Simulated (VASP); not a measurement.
# B3Rh (P-6m2) in VASP: single point with PBE

Aim: the single point of B3Rh with PBE.

Program: VASP 6.6.1. These are calculated values, not measurements. Logs are shortened: lines on timing, memory, paths and dates and some standing lists are left out, and cuts for length are marked.

### 1 The cell of the first run

The structure is hexagonal, space group P-6m2 (No. 187). Conventional cell: a = 2.908 Å, b = 2.908 Å, c = 4.597 Å, α = 90.00°, β = 90.00°, γ = 120.00°. B (site symmetry -6m2) has 6 B at 1.86 Å and 2 Rh at 2.30 Å within 2.5 Å. Within 2.1 Å of B (site symmetry 3m) lie 4 B at 1.59 to 1.86 Å. Rh (site symmetry -6m2) has 8 B at 2.25 to 2.30 Å and 6 Rh at 2.91 Å within 3.0 Å.

### 2 Single point, PBE

Contents of POSCAR:

```
B3Rh
1.0
    2.9076799734      0.0000000000      0.0000000000
   -1.4538399867      2.5181247230      0.0000000000
    0.0000000000      0.0000000000      4.5973938000
B Rh
3 1
Direct
    0.6666666667      0.3333333333      0.0000000000
    0.3333333333      0.6666666667      0.8272070000
    0.3333333333      0.6666666667      0.1727930000
    0.6666666667      0.3333333333      0.5000000000
```

Contents of INCAR.step1:

```
SYSTEM = B3Rh
PREC = Accurate
ENCUT = 520
EDIFF = 1E-6
ISMEAR = 0
SIGMA = 0.1
LREAL = .False.
LASPH = .True.
NELM = 100
ALGO = Normal
ISIF = 2
LWAVE = .False.
LCHARG = .True.
LMAXMIX = 4
GGA = PE
NBANDS = 20
```

Contents of KPOINTS.step1:

```
regular mesh
0
Gamma
  18 18 10
  0 0 0
```

Contents of INCAR.step2:

```
SYSTEM = B3Rh
PREC = Accurate
ENCUT = 520
EDIFF = 1E-6
ISMEAR = -5
SIGMA = 0.1
LREAL = .False.
LASPH = .True.
NELM = 100
ALGO = Normal
ISIF = 2
LWAVE = .False.
LCHARG = .False.
LMAXMIX = 4
GGA = PE
LORBIT = 10
NEDOS = 2001
ICHARG = 11
```

Contents of KPOINTS.step2:

```
regular mesh
0
Gamma
  27 27 15
  0 0 0
```

Potentials or basis: VASP PAW PBE potentials, release 64 (B, Rh_pv).

Started as:

```sh
$ cat potpaw_PBE.64/B/POTCAR potpaw_PBE.64/Rh_pv/POTCAR > POTCAR
$ cp INCAR.step1 INCAR
$ cp KPOINTS.step1 KPOINTS
$ mpirun -np 1 vasp_std > vasp.out
$ cp INCAR.step2 INCAR
$ cp KPOINTS.step2 KPOINTS
$ mpirun -np 1 vasp_std > vasp.out
```

OUTCAR:

```text
SYSTEM = B3Rh
   PREC = Accurate
   ENCUT = 520
   EDIFF = 1E-6
   ISMEAR = -5
   LREAL = .False.
   LASPH = .True.
   NELM = 100
   ISIF = 2
   GGA = PE
   LORBIT = 10
   ICHARG = 11

 ion  position               nearest neighbor table
   1  0.667  0.333  0.000-   2 1.86   3 1.86   2 1.86   3 1.86   2 1.86   3 1.86   4 2.30   4 2.30

   2  0.333  0.667  0.827-   3 1.59   1 1.86   1 1.86   1 1.86   4 2.25   4 2.25   4 2.25
   3  0.333  0.667  0.173-   2 1.59   1 1.86   1 1.86   1 1.86   4 2.25   4 2.25   4 2.25
   4  0.667  0.333  0.500-   2 2.25   3 2.25   2 2.25   3 2.25   2 2.25   3 2.25   1 2.30   1 2.30

  LATTYP: Found a hexagonal cell.
 ALAT       =     2.9076799734
 C/A-ratio  =     1.5811209769

  Lattice vectors:

 A1 = (   2.9076799734,   0.0000000000,   0.0000000000)
 A2 = (  -1.4538399867,   2.5181247230,   0.0000000000)
 A3 = (   0.0000000000,   0.0000000000,   4.5973938000)

Analysis of symmetry for initial positions (statically):
=====================================================================
 Subroutine PRICEL returns:
 Original cell was already a primitive cell.

 Routine SETGRP: Setting up the symmetry group for a
 hexagonal supercell.

 Subroutine GETGRP returns: Found 12 space group operations
 (whereof 12 operations were pure point group operations)
 out of a pool of 24 trial point group operations.

The static configuration has the point symmetry D_3h.

Analysis of symmetry for dynamics (positions and initial velocities):
=====================================================================
 Subroutine PRICEL returns:
 Original cell was already a primitive cell.

 Routine SETGRP: Setting up the symmetry group for a
 hexagonal supercell.

 Subroutine GETGRP returns: Found 12 space group operations
 (whereof 12 operations were pure point group operations)
 out of a pool of 24 trial point group operations.

The dynamic configuration has the point symmetry D_3h.

 Subroutine INISYM returns: Found 12 space group operations
 (whereof 12 operations are pure point group operations),
 and found     1 'primitive' translations

----------------------------------------------------------------------------------------

                                     Primitive cell

  volume of cell :      33.6617

  direct lattice vectors                    reciprocal lattice vectors
     2.907679973  0.000000000  0.000000000     0.343916803  0.198560459  0.000000000
    -1.453839987  2.518124723  0.000000000     0.000000000  0.397120917  0.000000000
     0.000000000  0.000000000  4.597393800     0.000000000  0.000000000  0.217514541

  length of vectors
     2.907679973  2.907679973  4.597393800     0.397120917  0.397120917  0.217514541

  position of ions in fractional coordinates (direct lattice)
     0.666666667  0.333333333  0.000000000
     0.333333333  0.666666667  0.827207000
     0.333333333  0.666666667  0.172793000
     0.666666667  0.333333333  0.500000000

  ion indices of the primitive-cell ions
   primitive index   ion index
                 1           1
                 2           2
                 3           3
                 4           4

----------------------------------------------------------------------------------------

 KPOINTS: regular mesh

Automatic generation of k-mesh.
 Grid dimensions read from file:
 generate k-points for:   27   27   15

 Generating k-lattice:

  Cartesian coordinates                     Fractional coordinates (reciprocal lattice)
     0.012737659  0.007354091  0.000000000     0.037037037  0.000000000  0.000000000
     0.000000000  0.014708182  0.000000000     0.000000000  0.037037037  0.000000000
     0.000000000  0.000000000  0.014500969     0.000000000  0.000000000  0.066666667

  Length of vectors
     0.014708182  0.014708182  0.014500969

  Shift w.r.t. Gamma in fractional coordinates (k-lattice)
     0.000000000  0.000000000  0.000000000

 TETIRR: Found  10722 inequivalent tetrahedra from    65610

 Subroutine IBZKPT returns following result:
 ===========================================

 Found    600 irreducible k-points:

 Following reciprocal coordinates:
            Coordinates               Weight
  0.000000  0.000000  0.000000      1.000000
  0.037037 -0.000000  0.000000      6.000000
  0.074074 -0.000000  0.000000      6.000000
  0.111111  0.000000  0.000000      6.000000
  0.148148 -0.000000  0.000000      6.000000
  0.185185  0.000000  0.000000      6.000000
[... 16 lines left out ...]
  0.333333  0.037037  0.000000     12.000000
  0.370370  0.037037  0.000000     12.000000
 [... further k-points ...]
   k-points           NKPTS =    600   k-points in BZ     NKDIM =    600   number of bands    NBANDS=     16
   number of dos      NEDOS =   2001   number of ions     NIONS =      4
   total plane-waves  NPLWV =  20736
   dimension x,y,z NGX =    24 NGY =   24 NGZ =   36
   dimension x,y,z NGXF=    48 NGYF=   48 NGZF=   72
   ions per type =               3   1
   NGX,Y,Z   is equivalent  to a cutoff of  13.72, 13.72, 13.02 a.u.
   NGXF,Y,Z  is equivalent  to a cutoff of  27.44, 27.44, 26.04 a.u.
 SYSTEM =  B3Rh
   PREC   = accura    normal or accurate (medium, high low for compatibility)
   ISTART =      0    job   : 0-new  1-cont  2-samecut
   ICHARG =     11    charge: 1-file 2-atom 10-const
   ISPIN  =      1    spin polarized calculation?
   LNONCOLLINEAR =      F non collinear calculations
   LSORBIT =      F    spin-orbit coupling
   LASPH  =      T    aspherical Exc in radial PAW
   ENCUT  =  520.0 eV  38.22 Ry    6.18 a.u.   5.41  5.41  8.55*2*pi/ulx,y,z
   NELM   =    100;   NELMIN=  2; NELMDL=  0     # of ELM steps
   EDIFF  = 0.1E-05   stopping-criterion for ELM
   LREAL  =      F    real-space projection
   EDIFFG = 0.1E-04   stopping-criterion for IOM
   NSW    =      0    number of steps for IOM
   IBRION =     -1    ionic relax: 0-MD 1-quasi-New 2-CG
   NFREE  =      0    steps in history (QN), initial steepest desc. (CG)
   ISIF   =      2    stress and relaxation
   ISYM   =      2    0-nonsym 1-usesym 2-fastsym
   POTIM  = 0.5000    time-step for ionic-motion
   TEBEG  =    0.0;   TEEND  =   0.0 temperature during run
   PSTRESS=    0.0 pullay stress
   NELECT =      24.0000    total number of electrons
   NUPDOWN=      -1.0000    fix difference up-down
   EMIN   =  10.00;   EMAX   =-10.00  energy-range for DOS
   EFERMI =   0.00;   METHOD = LEGACY
   ISMEAR =    -5;   SIGMA  =   0.10  broadening in eV -4-tet -1-fermi 0-gaus
   EFERMI_NEDOS =   21; number of points for ismear=-14 and -15
   IALGO  =     38    algorithm
   IMIX   =      4    mixing-type and parameters
     AMIX     =   0.40;   BMIX     =  1.00
     AMIX_MAG =   1.60;   BMIX_MAG =  1.00
  volume/ion in A,a.u.               =       8.42        56.79
  Fermi-wavevector in a.u.,A,eV,Ry     =   1.462514  2.763751 29.102147  2.138947
  Thomas-Fermi vector in A             =   2.578718
   LORBIT       =     10    0 simple, 1 ext, 2 COOP (PROOUT), +10 PAW based schemes
   GGA     = PE    functional components
   LHFCALC =     F    Hartree Fock is set to
   AEXX    =    0.0000 exact exchange contribution
   IVDW    =     0    specifies the selected vdW correction
   LEPSILON=     F    determine dielectric tensor
   LRPA    =     F    only Hartree local field effects (RPA)
 non-spin polarized calculation
 Fermi weights with tetrahedron method with Bloechl corrections
  energy-cutoff  :      520.00
  volume of cell :       33.66
 maximum number of plane-waves:       935
 NGX is ok and might be reduce to    24

 number of electron      24.0000007 magnetization

 Free energy of the ion-electron system (eV)
  ---------------------------------------------------
  ext. energy  EPLUGINS =         0.00000000
  ---------------------------------------------------
  free energy    TOTEN  =       -27.79508088 eV

  energy without entropy =      -27.79508088  energy(sigma->0) =      -27.79508088

 E-fermi :   9.4259     XC(G=0): -12.9272

 val. band max:        9.4554165468   @ k =   0.2963   0.1852   0.2000
 cond. band min:       9.4239240049   @ k =   0.3333   0.2593   0.2000
 fundamental gap:     -0.0314925419
 Fermi energy:         9.4259149298

 k-point     1 :       0.0000    0.0000    0.0000
  band No.  band energies     occupation
      1     -37.9382      2.00000
      2     -37.3536      2.00000
      3     -37.3536      2.00000
      4      -5.6515      2.00000
      5       1.8976      2.00000
      6       1.9873      2.00000
[... 8 lines left out ...]
     15      16.1860      0.00000
     16      16.1864      0.00000

 k-point     2 :       0.0370   -0.0000    0.0000
  band No.  band energies     occupation
      1     -37.9377      2.00000
      2     -37.3571      2.00000
      3     -37.3544      2.00000
      4      -5.6262      2.00000
      5       1.9046      2.00000
      6       2.0209      2.00000
[... 8 lines left out ...]
     15      16.1728      0.00000
     16      16.2904      0.00000

 k-point     3 :       0.0741   -0.0000    0.0000
  band No.  band energies     occupation
      1     -37.9362      2.00000
      2     -37.3677      2.00000
      3     -37.3570      2.00000
      4      -5.5505      2.00000
      5       1.9256      2.00000
      6       2.1202      2.00000
[... 8 lines left out ...]
     15      16.1288      0.00000
     16      16.4685      0.00000

 k-point     4 :       0.1111    0.0000    0.0000
  band No.  band energies     occupation
      1     -37.9338      2.00000
      2     -37.3846      2.00000
      3     -37.3611      2.00000
      4      -5.4246      2.00000
      5       1.9598      2.00000
      6       2.2793      2.00000
[... 8 lines left out ...]
     15      16.0507      0.00000
     16      16.4924      0.00000

 k-point     5 :       0.1481   -0.0000    0.0000
  band No.  band energies     occupation
      1     -37.9306      2.00000
      2     -37.4069      2.00000
      3     -37.3665      2.00000
      4      -5.2493      2.00000
      5       2.0066      2.00000
      6       2.4874      2.00000
[... 8 lines left out ...]
     15      15.9452      0.00000
     16      16.5249      0.00000

 k-point     6 :       0.1852    0.0000    0.0000
  band No.  band energies     occupation
      1     -37.9268      2.00000
      2     -37.4333      2.00000
      3     -37.3730      2.00000
      4      -5.0253      2.00000
      5       2.0646      2.00000
      6       2.7262      2.00000
[... 8 lines left out ...]
     15      15.8238      0.00000
     16      16.5593      0.00000
[... 267 lines left out ...]
 k-point    21 :       0.2593    0.0370    0.0000
  band No.  band energies     occupation
      1     -37.9157      2.00000
      2     -37.5083      2.00000
      3     -37.3928      2.00000
      4      -4.2432      2.00000
      5       2.2512      2.00000
      6       3.0116      2.00000
[... 8 lines left out ...]
     15      15.6246      0.00000
     16      16.5274      0.00000

 k-point    22 :       0.2963    0.0370    0.0000
  band No.  band energies     occupation
      1     -37.9115      2.00000
      2     -37.5367      2.00000
      3     -37.4000      2.00000
      4      -3.8615      2.00000
      5       2.3308      2.00000
      6       2.3574      2.00000
[... 8 lines left out ...]
     15      15.5123      0.00000
     16      16.5121      0.00000

 k-point    23 :       0.3333    0.0370    0.0000
  band No.  band energies     occupation
      1     -37.9077      2.00000
      2     -37.5624      2.00000
      3     -37.4066      2.00000
      4      -3.4414      2.00000
      5       1.6685      2.00000
      6       2.4082      2.00000
[... 8 lines left out ...]
     15      15.4036      0.00000
     16      16.4871      0.00000

 k-point    24 :       0.3704    0.0370    0.0000
  band No.  band energies     occupation
      1     -37.9045      2.00000
      2     -37.5839      2.00000
      3     -37.4121      2.00000
      4      -2.9905      2.00000
      5       0.9950      2.00000
      6       2.4781      2.00000
[... 8 lines left out ...]
     15      15.2879      0.00000
     16      16.4562      0.00000

 [... further k-points ...]

------------------------ aborting loop because EDIFF is reached ----------------------------------------

  FORCE on cell =-STRESS in cart. coord.  units (eV):
  Direction    XX          YY          ZZ          XY          YZ          ZX
  --------------------------------------------------------------------------------------
  -------------------------------------------------------------------------------------
  Total        0.0210539      0.0210539      0.0066484      0.0000000     -0.0000000      0.0000000
  in kB        1.0020927      1.0020927      0.3164414      0.0000000     -0.0000000      0.0000000
  external PRESSURE =       0.7735422 kB  Pullay stress =       0.0000000 kB

 VOLUME and BASIS-vectors are now :
 -----------------------------------------------------------------------------
  energy-cutoff  :      520.00
  volume of cell :       33.66
      direct lattice vectors                 reciprocal lattice vectors
     2.907679973  0.000000000  0.000000000     0.343916803  0.198560459  0.000000000
    -1.453839987  2.518124723  0.000000000     0.000000000  0.397120917  0.000000000
     0.000000000  0.000000000  4.597393800     0.000000000  0.000000000  0.217514541

 POSITION                                       TOTAL-FORCE (eV/Angst)
 -----------------------------------------------------------------------------------
      1.45384      0.83937      0.00000        -0.000000      0.000000      0.000000
     -0.00000      1.67875      3.80300        -0.000000      0.000000      0.001850
     -0.00000      1.67875      0.79440        -0.000000      0.000000     -0.001850
      1.45384      0.83937      2.29870         0.000000     -0.000000      0.000000
 -----------------------------------------------------------------------------------
    total drift:                               -0.003323      0.001919      0.000000

  FREE ENERGIE OF THE ION-ELECTRON SYSTEM (eV)
  ---------------------------------------------------
  free  energy   TOTEN  =       -27.7950808761 eV

  energy  without entropy=      -27.7950808761  energy(sigma->0) =      -27.79508088

 total charge

# of ion       s       p       d       tot
------------------------------------------
    1        0.648   1.278   0.000   1.926
    2        0.671   1.269   0.000   1.941
    3        0.671   1.269   0.000   1.941
    4        0.369   6.372   7.227  13.968
--------------------------------------------------
tot          2.359  10.188   7.227  19.775
```

Wall time 6 min (1 thread of Intel Xeon 8259CL, shared host); peak memory 0.43 GiB.

What came out:

```
Valence electrons inside the program's atomic spheres : B 1.93, 1.94 (each value once); Rh 13.97
```

Caveat: tetrahedron occupations give inexact forces and stress in metals.
